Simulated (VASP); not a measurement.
Here is a VASP 6.6.1 calculation.

The input INCAR:

```
  PREC = Accurate
  ENCUT = 520
  EDIFF = 1E-6
  ISMEAR = 0
  SIGMA = 0.025
  LREAL = F
  LASPH = T
  NELM = 100
  ALGO = Normal
  ISIF = 2
  LWAVE = F
  LCHARG = F
  GGA = PE
  NBANDS = 10
```

The input KPOINTS:

```
regular mesh
0
Gamma
  8 8 8
```

Contents of POSCAR:

```
BeB
1.0
    0.0000000000      1.9666366700      1.9666366700
    1.9666366700      0.0000000000      1.9666366700
    1.9666366700      1.9666366700      0.0000000000
Be B
1 1
Direct
    0.0195340000     -0.0043910000     -0.0095990000
    0.2767160000      0.2499000000      0.2211710000
```

Potentials or basis: VASP PAW PBE potentials, release 64 (Be, B).

Launch:

```console
$ cat potpaw_PBE.64/Be/POTCAR potpaw_PBE.64/B/POTCAR > POTCAR
$ mpirun -np 1 vasp_std > vasp.out
```

Task: Predict the pressure.

Result: 62.4 GPa.

Task: What does it give for the largest force?

Result: 0.586 eV/Å.

Forces on the atoms (eV/Å):
```
Be  -0.408 -0.307  0.287
B    0.408  0.307 -0.287
```
